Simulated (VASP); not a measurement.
A run of VASP 6.6.1:

The input INCAR:

```
SYSTEM = Zr4Al3N3O8
PREC = Accurate
ENCUT = 520
EDIFF = 1E-7
ISMEAR = -1
SIGMA = 0.2361
LREAL = Auto
LASPH = .TRUE.
NELM = 80
ALGO = Normal
ISIF = 2
LWAVE = .FALSE.
LCHARG = .TRUE.
GGA = PE
LELF = .TRUE.
LVHAR = .TRUE.
ISYM = 0
NBANDS = 75
```

KPOINTS

```
regular mesh
0
G
  1 1 1
  0 0 0
```

The input POSCAR:

```
Zr4Al3N3O8
1.0
    6.0660810000     -0.0976330000     -0.0814120000
   -0.0976330000      6.0975380000      0.1964320000
   -0.0814120000      0.1964320000      6.3961640000
Al N Zr O
3 3 4 8
Direct
    0.6828558476      0.7661700090      0.1199627391
    0.1198616038      0.5033022496      0.2077861833
    0.2885151799      0.6128133794      0.7645634853
    0.3276043613      0.7336203018      0.0667474166
    0.9050234987      0.9398157366      0.9423158769
    0.4233632466      0.0410275909      0.7119355784
    0.7452243054      0.3199020930      0.8887264606
    0.8211391100      0.8825151038      0.6661027407
    0.2247164561      1.0581820017      0.9681710490
    0.3589339561      0.0614123181      0.4026627814
    0.5328097653      0.1755674765      0.0972217157
    0.8176115364      0.2494666305      0.6291164769
    0.8745617154      0.5582668288      0.1125625216
    0.1217776709      0.2004098337      0.2075320863
    0.1129572898      0.3662954754      0.8622260039
    0.6551028270      0.9287944377      0.3497865724
    0.5736587566      0.5999351116      0.7598145158
    0.1345173257      0.7507093116      0.5678645815
```

Potentials or basis: VASP PAW PBE potentials, release 64 (Al, N, Zr_sv, O).

Command:

```bash
$ cat potpaw_PBE.64/Al/POTCAR potpaw_PBE.64/N/POTCAR potpaw_PBE.64/Zr_sv/POTCAR potpaw_PBE.64/O/POTCAR > POTCAR
$ mpirun -np 1 vasp_gam > vasp.out
```

Hardware: 1 thread of Intel(R) Xeon(R) Platinum 8259CL CPU @ 2.50GHz (Skylake/Cascade Lake) (shared host).

Problem. How long does it take, and how much memory?

Solution. It took 59 s on 1 thread of Intel(R) Xeon(R) Platinum 8259CL CPU @ 2.50GHz (Skylake/Cascade Lake) (shared host), peak memory 0.31 GiB. Counts: scf iterations 19, k points 1.
